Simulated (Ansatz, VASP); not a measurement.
One calculation of Mo, two programs

The input INCAR:

```
ALGO = Fast ; EDIFF = 1E-7
ENCUT = 520 ; GGA = PE
ISIF = 2 ; ISMEAR = 0
LASPH = True ; LCHARG = False
LREAL = False ; LWAVE = False
NBANDS = 13 ; NELM = 100
PREC = Accurate ; SIGMA = 0.15
```

The input KPOINTS:

```
k-points
0
Gamma
  20 20 20
```

File POSCAR:

```
Mo
1.0
    0.0000000000      2.0956000000      2.1762000000
    2.0956000000      0.0000000000      2.1762000000
    2.0956000000      2.0956000000      0.0000000000
Mo
1
Direct
    0.0000000000      0.0000000000      0.0000000000
```

Input for Ansatz:

```yaml
crystal:
  lattice:
    - [0.0, 2.0956, 2.1762]
    - [2.0956, 0.0, 2.1762]
    - [2.0956, 2.0956, 0.0]
  atoms:
    - { symbol: Mo, position: [0.0, 0.0, 0.0] }
basis:
  ecutwfc: 420
kpoints:
  mp_grid: { grid: [20, 20, 20] }
hamiltonian:
  xc: pbe
scf:
  occupations: { method: gaussian, width: 0.15 }
output:
  forces: true
  stress: true
  eigenvalues: true
```

Change from the starting cell: strain +0.040 along x and y, +0.080 along z, atoms carried along.

Alike in both runs: task single point; functional PBE; k mesh 20 × 20 × 20; occupations gaussian, width 0.15 eV; no spin polarisation.

|  | VASP | Ansatz |
| --- | --- | --- |
| version | VASP 6.6.1 | Ansatz 0.2.0 |
| potentials or method | VASP PAW PBE potentials, release 64 (Mo_sv), cutoff 520 eV | scalar-relativistic, plane waves, PAW |
| valence electrons in the cell | 14 | 14 |

|  | VASP | Ansatz | Ansatz less VASP |
| --- | --- | --- | --- |
| gap on the k mesh at the Fermi level (eV) | none | none | - |
| pressure (GPa) | -28.8 | -29.0 | -0.21 |
| traceless stress, the component that is largest in VASP (GPa) | 3.45 | 3.46 | +0.007 |

A gap of «none» marks a metal or a gap that the smearing closes. Both programs put the cell under strong tension, so it lies far from rest at this level.
